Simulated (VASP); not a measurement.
A run of VASP 6.6.1 is set up as follows.

File INCAR:

```
SYSTEM = MgO
PREC = Accurate
ENCUT = 520
EDIFF = 1E-6
ISMEAR = 0
SIGMA = 0.05
LREAL = .False.
LASPH = .True.
NELM = 80
ALGO = Normal
ISIF = 2
LWAVE = .False.
LCHARG = .False.
GGA = PE
NBANDS = 11
```

KPOINTS

```
regular mesh
0
Gamma
  12 12 10
  0 0 0
```

Contents of POSCAR:

```
MgO
1.0
    2.6917203892      0.0000000000      0.0000000000
   -1.3458601946      2.3310982369      0.0000000000
    0.0000000000      0.0000000000      3.1919976742
Mg O
1 1
Direct
    0.0000000000      0.0000000000      0.0000000000
    0.3333333333      0.6666666667      0.5000000000
```

Potentials or basis: VASP PAW PBE potentials, release 64 (Mg, O).

Run with:

```sh
$ cat potpaw_PBE.64/Mg/POTCAR potpaw_PBE.64/O/POTCAR > POTCAR
$ mpirun -np 1 vasp_std > vasp.out
```

(1) Predict the band gap on the k mesh.

(2) What does it give for the pressure?

Answers

(1) zero (band 4 reaches 4.63 eV, above the bottom of band 5 at 4.48 eV).

(2) 1.5 GPa.
